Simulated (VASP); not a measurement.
A run of VASP 6.6.1:

INCAR

```
PREC = Accurate
ENCUT = 520
EDIFF = 1E-6
ISMEAR = -1
SIGMA = 0.05
LREAL = Auto
LASPH = T
NELM = 150
ALGO = Normal
ISIF = 2
LWAVE = F
LCHARG = F
ISPIN = 2
MAGMOM = 0 0 0 0 0 0 0 0 0.5 0.5 0 0 0 0 0 0 0 0 0 0 0 0 0 0 0 0 0 0 0 0 0 0 0 0 0 0 0 0 0
LORBIT = 11
LMAXMIX = 4
GGA = PS
NBANDS = 186
NELECT = 315.0
ISYM = 0
```

The input KPOINTS:

```
Automatic mesh
0
Gamma
  1 1 1
  0.25 0.25 0.25
```

Contents of POSCAR:

```
Ba8Zr8O23
1.0
    8.3619610000      0.0000000000      0.0000000000
    0.0000000000      8.3619610000      0.0000000000
    0.0000000000      0.0000000000      8.3619610000
Ba Zr O
8 8 23
Direct
    0.9987630000      0.0025240000      0.0001430000
    0.9984850000      0.9992930000      0.5017920000
    0.0009190000      0.4984840000      0.0004820000
    0.9990490000      0.5000590000      0.5004910000
    0.4991450000      0.0003080000      0.0004170000
    0.5003920000      0.9988770000      0.5005550000
    0.4970080000      0.5003510000      0.0004740000
    0.4999680000      0.5007120000      0.4992880000
    0.2487880000      0.2489240000      0.2514360000
    0.2504030000      0.2507320000      0.7493120000
    0.2488510000      0.7497100000      0.2505410000
    0.2499550000      0.7502310000      0.7496900000
    0.7492200000      0.2495780000      0.2509960000
    0.7498320000      0.2506310000      0.7501110000
    0.7494340000      0.7494870000      0.2501060000
    0.7499850000      0.7500650000      0.7505530000
    0.2434900000      0.2563800000      0.0002860000
    0.2561390000      0.7459340000      0.0000920000
    0.2415480000      0.7545030000      0.5000730000
    0.7525910000      0.2419690000      0.0004580000
    0.7453580000      0.2590000000      0.5004140000
    0.7421250000      0.7583400000      0.0002870000
    0.7560230000      0.7419720000      0.5002410000
    0.0003940000      0.2686590000      0.2567630000
    0.0008600000      0.2274450000      0.7456330000
    0.9995820000      0.7270860000      0.2426910000
    0.0005120000      0.7696200000      0.7587570000
    0.4987420000      0.2265790000      0.2495310000
    0.4999700000      0.2698860000      0.7526940000
    0.4999010000      0.7681070000      0.2556830000
    0.5003250000      0.7282070000      0.7448380000
    0.2302160000      0.9996360000      0.2471690000
    0.2736700000      0.0008480000      0.7513080000
    0.2730750000      0.4988170000      0.2553670000
    0.2315510000      0.4991820000      0.7431040000
    0.7718320000      0.9992850000      0.2566150000
    0.7320650000      0.9996910000      0.7436210000
    0.7304480000      0.4991560000      0.2405130000
    0.7727830000      0.5000790000      0.7589450000
```

Potentials or basis: VASP PAW PBE potentials, release 64 (Ba_sv, Zr_sv, O).

Command:

```console
$ cat potpaw_PBE.64/Ba_sv/POTCAR potpaw_PBE.64/Zr_sv/POTCAR potpaw_PBE.64/O/POTCAR > POTCAR
$ mpirun -np 1 vasp_std > vasp.out
```

Hardware: 1 thread of Oxide Virtual Turin-like Processor (shared host).

Question: Estimate the wall time of this run.

Answer: It took 42 min on 1 thread of Oxide Virtual Turin-like Processor, with other jobs on the host, peak memory 1.1 GiB. Counts: scf iterations 18, k points 4.
